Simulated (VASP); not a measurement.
# Ir (Pmma) in VASP: further runs, part 2 of 2

VASP 6.6.1. Earlier steps stand in the parts before.

**3. Single point, PBEsol, collinear spin**

Contents of INCAR:

```
  PREC = Accurate
  ENCUT = 520
  EDIFF = 1E-7
  ISMEAR = 0
  SIGMA = 0.1
  LREAL = False
  LASPH = True
  NELM = 150
  ALGO = Normal
  ISIF = 2
  LWAVE = False
  LCHARG = False
  ISPIN = 2
  MAGMOM = 1 1
  LORBIT = 11
  LMAXMIX = 4
  GGA = PS
  NBANDS = 20
```

Contents of KPOINTS:

```
Automatic mesh
0
Gamma
  4 18 6
```

Contents of POSCAR:

```
Ir
1.0
   12.2384552500      0.0000000000      0.0000000000
    0.0000000000      2.2334312600      0.0000000000
    0.0000000000      0.0000000000      7.1930008000
Ir
2
Direct
    0.2500000000      0.0000000000      0.1639884000
    0.7500000000      0.0000000000      0.8360116000
```

Potentials or basis: VASP PAW PBE potentials, release 64 (Ir).

On the command line:

```bash
$ cat potpaw_PBE.64/Ir/POTCAR > POTCAR
$ mpirun -np 1 vasp_std > vasp.out
```

Wall time 15 min (1 thread of Oxide Virtual Turin-like, shared host); peak memory 0.79 GiB.

It converged, with:

| Quantity | Value |
| --- | --- |
| Free energy | -10.9266 eV |
| Pressure | 0.7 GPa |
| Net moment | 1.11 μB per cell |
| Site moments | Ir +0.53 μB |
| Valence electrons inside the program's atomic spheres | Ir 8.17 |

Stress tensor (GPa, compression positive):
```
-0.02  0.00  0.00
 0.00  2.19  0.00
 0.00  0.00 -0.02
```

Levels at points of the mesh, in eV from the Fermi level:
Spin up:
```tsv
k point	band 5	band 6	band 7	band 8	band 9	band 10	band 11	band 12
(0.00, 0.00, 0.00)	-1.88	-1.88	-1.88	-1.88	2.23	2.23	2.23	2.23
(0.50, 0.00, 0.00)	-1.88	-1.88	-1.88	-1.88	2.23	2.23	2.23	2.23
(0.00, 0.50, 0.00)	-0.19	-0.19	-0.19	-0.19	0.83	0.84	5.75	5.81
(0.50, 0.50, 0.00)	-0.19	-0.19	-0.19	-0.19	0.84	0.84	5.78	5.78
(0.00, 0.00, 0.50)	-1.88	-1.88	-1.88	-1.87	2.23	2.23	2.23	2.23
(0.50, 0.00, 0.50)	-1.88	-1.88	-1.87	-1.87	2.23	2.23	2.23	2.23
(0.00, 0.50, 0.50)	-0.19	-0.19	-0.19	-0.19	0.84	0.84	5.78	5.82
(0.50, 0.50, 0.50)	-0.19	-0.19	-0.19	-0.19	0.84	0.84	5.80	5.80
```
Spin down:
```tsv
k point	band 4	band 5	band 6	band 7	band 8	band 9	band 10	band 11	band 12	band 13
(0.00, 0.00, 0.00)	-2.08	-1.44	-1.43	-1.43	-1.43	2.49	2.49	2.49	2.49	2.68
(0.50, 0.00, 0.00)	-2.11	-1.44	-1.44	-1.42	-1.42	2.49	2.49	2.49	2.49	2.96
(0.00, 0.50, 0.00)	-4.71	0.33	0.33	0.33	0.33	1.22	1.23	5.77	5.83	10.34
(0.50, 0.50, 0.00)	-4.71	0.33	0.33	0.33	0.33	1.23	1.23	5.80	5.80	10.57
(0.00, 0.00, 0.50)	-2.07	-1.43	-1.43	-1.43	-1.42	2.49	2.49	2.49	2.49	2.78
(0.50, 0.00, 0.50)	-2.09	-1.43	-1.43	-1.42	-1.42	2.49	2.49	2.49	2.49	2.73
(0.00, 0.50, 0.50)	-4.71	0.33	0.33	0.33	0.33	1.22	1.23	5.80	5.84	10.44
(0.50, 0.50, 0.50)	-4.71	0.33	0.33	0.33	0.33	1.23	1.23	5.82	5.82	10.40
```

Caveat: the PAW data sets were made with another functional, which shifts forces and pressure a little; spin-orbit coupling is left out, which moves the levels of the heavy elements.

**4. Single point, PBEsol, collinear spin**

Contents of INCAR:

```
PREC = Accurate
ENCUT = 520
EDIFF = 1E-7
ISMEAR = 0
SIGMA = 0.1
LREAL = F
LASPH = T
NELM = 150
ALGO = Normal
ISIF = 2
LWAVE = F
LCHARG = F
ISPIN = 2
MAGMOM = 1 -1
LORBIT = 11
LMAXMIX = 4
GGA = PS
NBANDS = 20
```

KPOINTS is that of step 3.

POSCAR is that of step 3.

Potentials or basis: VASP PAW PBE potentials, release 64 (Ir).

On the command line:

```bash
$ cat potpaw_PBE.64/Ir/POTCAR > POTCAR
$ mpirun -np 1 vasp_std > vasp.out
```

OUTCAR:

```text
PREC = Accurate
   ENCUT = 520
   EDIFF = 1E-7
   ISMEAR = 0
   LREAL = F
   LASPH = T
   NELM = 150
   ISIF = 2
   ISPIN = 2
   LORBIT = 11
   GGA = PS

 ion  position               nearest neighbor table
   1  0.250  0.000  0.164-
   2  0.750  0.000  0.836-

  LATTYP: Found a simple orthorhombic cell.
 ALAT       =     2.2334312600
 B/A-ratio  =     3.2206054105
 C/A-ratio  =     5.4796650648

  Lattice vectors:

 A1 = (   0.0000000000,   2.2334312600,   0.0000000000)
 A2 = (   0.0000000000,   0.0000000000,   7.1930008000)
 A3 = (  12.2384552500,   0.0000000000,   0.0000000000)

Analysis of symmetry for initial positions (statically):
=====================================================================
 Subroutine PRICEL returns:
 Original cell was already a primitive cell.

 Routine SETGRP: Setting up the symmetry group for a
 simple orthorhombic supercell.

[... 753 lines left out ...]
      1     -11.3581      1.00000
      2     -11.2575      1.00000
      3      -5.9935      1.00000
      4      -5.7262      1.00000
      5      -5.4993      1.00000
      6      -5.4961      1.00000
[... 541 lines left out ...]
     19       8.1352      0.00000
     20       8.1592      0.00000

 [... further k-points ...]

------------------------ aborting loop because EDIFF is reached ----------------------------------------

  FORCE on cell =-STRESS in cart. coord.  units (eV):
  Direction    XX          YY          ZZ          XY          YZ          ZX
  --------------------------------------------------------------------------------------
  -------------------------------------------------------------------------------------
  Total       -0.0293204      2.6934043     -0.0236566      0.0000000      0.0000000      0.0000000
  in kB       -0.2389299     21.9483982     -0.1927760      0.0000000      0.0000000      0.0000000
  external PRESSURE =       7.1722308 kB  Pullay stress =       0.0000000 kB

 VOLUME and BASIS-vectors are now :
 -----------------------------------------------------------------------------
  energy-cutoff  :      520.00
  volume of cell :      196.61
      direct lattice vectors                 reciprocal lattice vectors
    12.238455250  0.000000000  0.000000000     0.081709659  0.000000000  0.000000000
     0.000000000  2.233431260  0.000000000     0.000000000  0.447741562  0.000000000
     0.000000000  0.000000000  7.193000800     0.000000000  0.000000000  0.139024036

 POSITION                                       TOTAL-FORCE (eV/Angst)
 -----------------------------------------------------------------------------------
      3.05961      0.00000      1.17957         0.000000      0.000000     -0.000677
      9.17884      0.00000      6.01343        -0.000000      0.000000      0.000677
 -----------------------------------------------------------------------------------
    total drift:                                0.000000      0.000000     -0.000000

  FREE ENERGIE OF THE ION-ELECTRON SYSTEM (eV)
  ---------------------------------------------------
  free  energy   TOTEN  =       -10.9266179731 eV

  energy  without entropy=      -10.9159838343  energy(sigma->0) =      -10.92130090

 total charge

# of ion       s       p       d       tot
------------------------------------------
    1        0.798   0.309   7.063   8.170
    2        0.798   0.309   7.063   8.170
--------------------------------------------------
tot          1.595   0.618  14.126  16.339

 magnetization (x)

# of ion       s       p       d       tot
------------------------------------------
    1        0.008  -0.001   0.522   0.529
    2       -0.008   0.001  -0.522  -0.529
--------------------------------------------------
tot          0.000   0.000   0.000   0.000
```

stdout:

```text
POSCAR found type information on POSCAR Ir
 POSCAR found :  1 types and       2 ions
 scaLAPACK will be used
 -----------------------------------------------------------------------------
|                                                                             |
|                                                                             |
|     You enforced a specific xc type in the INCAR file but a different       |
|     I HOPE YOU KNOW WHAT YOU ARE DOING!                                     |
|                                                                             |
 -----------------------------------------------------------------------------

 LDA part: xc-table for (Slater+PW92), standard interpolation
 POSCAR, INCAR and KPOINTS ok, starting setup
 FFT: planning ... GRIDC
 FFT: planning ... GRID_SOFT
 FFT: planning ... GRID
 WAVECAR not read
 entering main loop
```

It took 24 min on 1 thread of Oxide Virtual Turin-like, shared host; peak memory 0.79 GiB.

What came out:

```
Free energy                                           : -10.9266 eV
Pressure                                              : 0.7 GPa
Band gap on the k mesh                                : zero (filled and empty bands overlap)
Net moment                                            : 0.00 μB per cell
Site moments                                          : Ir +0.53, -0.53 μB
Valence electrons inside the program's atomic spheres : Ir 8.17
```

Stress tensor (GPa, compression positive):
```
-0.02  0.00  0.00
 0.00  2.19  0.00
 0.00  0.00 -0.02
```

Caveat: the PAW data sets were made with another functional, which shifts forces and pressure a little; spin-orbit coupling is left out, which moves the levels of the heavy elements.
